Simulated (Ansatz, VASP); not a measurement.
BaZrO3 in VASP and in Ansatz

Contents of INCAR:

```
PREC = Accurate
ENCUT = 600
EDIFF = 1E-6
ISMEAR = -1
SIGMA = 0.1
LREAL = False
LASPH = True
NELM = 60
ALGO = Normal
ISIF = 3
LWAVE = False
LCHARG = False
GGA = PS
IBRION = 2
NSW = 100
EDIFFG = -0.002
```

The input KPOINTS:

```
Automatic mesh
0
Gamma
  8 8 8
```

File POSCAR:

```
BaZrO3
1.0
    4.1913400000      0.0000000000      0.0000000000
    0.0000000000      4.1913400000      0.0000000000
    0.0000000000      0.0000000000      4.1913400000
Ba Zr O
1 1 3
Direct
    0.0000000000      0.0000000000      0.0000000000
    0.5000000000      0.5000000000      0.5000000000
    0.0000000000      0.5000000000      0.5000000000
    0.5000000000      0.0000000000      0.5000000000
    0.5000000000      0.5000000000      0.0000000000
```

Input for Ansatz:

```yaml
crystal:
  lattice:
    - [4.19134, 0.0, 0.0]
    - [0.0, 4.19134, 0.0]
    - [0.0, 0.0, 4.19134]
  atoms:
    - { symbol: Ba, position: [0.0, 0.0, 0.0] }
    - { symbol: Zr, position: [0.5, 0.5, 0.5] }
    - { symbol: O, position: [0.0, 0.5, 0.5] }
    - { symbol: O, position: [0.5, 0.0, 0.5] }
    - { symbol: O, position: [0.5, 0.5, 0.0] }
kpoints:
  mp_grid: { grid: [8, 8, 8] }
scf:
  occupations: { method: fermi_dirac, width: 0.1 }
hamiltonian:
  xc: pbesol
  pseudopotentials: { kind: paw }
relax:
  f_tol: 0.002
  max_steps: 80
  cell: {}
output:
  forces: true
  stress: true
```

Alike in both runs: task relaxation of cell and atoms; functional PBEsol; k mesh 8 × 8 × 8; occupations fermi-dirac, width 0.1 eV; no spin polarisation.

```csv
,VASP,Ansatz
version,VASP 6.6.1,Ansatz 0.2.0
potentials or method,"VASP PAW PBE potentials, release 64 (Ba_sv, Zr_sv, O)","PAW with Ansatz's default frozen-core files, scalar-relativistic"
plane-wave cutoff (eV),600,420
valence electrons in the cell,40,40
```

|  | VASP | Ansatz | Ansatz less VASP |
| --- | --- | --- | --- |
| relaxed volume (Å³/atom) | 14.71 | 14.61 | -0.092 |
| relaxed cell length with the largest relative difference (Å) | 4.189 | 4.181 | -0.0088 |

VASP's potentials were made for PBE, not for PBEsol.

Neither program's run includes spin-orbit coupling.
